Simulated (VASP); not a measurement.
Set up this calculation in VASP 6.6.1, as the native input.

- Task: single point
- Functional: PBE
- Potentials or basis: VASP PAW PBE potentials, release 64 (Si, Br)
- Cutoff: 520 eV
- k mesh: 4 × 4 × 4
- Occupations: gaussian, width 0.1 eV
- Spin: no spin polarisation
- Dipole correction: no
- Further INCAR settings: ALGO = Fast; EDIFF = 1e-06; NBANDS = 28

The structure of SiBr5 lies in POSCAR:

```
SiBr5
1.0
    0.0000000000      4.6019111200      4.6019111200
    4.6019111200      0.0000000000      4.6019111200
    4.6019111200      4.6019111200      0.0000000000
Si Br
1 5
Direct
    0.7500000000      0.7500000000      0.7500000000
    0.2500000000      0.2500000000      0.2500000000
    0.8914676800      0.8914676800      0.8914676800
    0.8914676800      0.8914676800      0.3255969600
    0.8914676800      0.3255969600      0.8914676800
    0.3255969600      0.8914676800      0.8914676800
```

The cell was generated, and may not be a known phase.

One way to write it, as run:

INCAR

```
PREC = Accurate
ENCUT = 520
EDIFF = 1E-6
ISMEAR = 0
SIGMA = 0.1
LREAL = F
LASPH = T
NELM = 80
ALGO = Fast
ISIF = 2
LWAVE = F
LCHARG = F
GGA = PE
NBANDS = 28
```

KPOINTS

```
regular mesh
0
Gamma
  4 4 4
```

Potentials or basis: VASP PAW PBE potentials, release 64 (Si, Br).

The run is started by

```console
$ cat potpaw_PBE.64/Si/POTCAR potpaw_PBE.64/Br/POTCAR > POTCAR
$ mpirun -np 1 vasp_std > vasp.out
```

Results of the run:

```json
{"Pressure": "6.5 GPa", "Largest force": "3.610 eV/Å", "Band gap on the k mesh": "zero (an odd number of electrons rules out a gap without spin polarisation)"}
```

Caveat: the cell stands under pressure; an odd number of electrons without spin polarisation forces a metal; a magnetic or distorted state may lie lower.

It took 82 s on 1 thread of Oxide Virtual Turin-like Processor, on a shared host, peak memory 0.29 GiB.
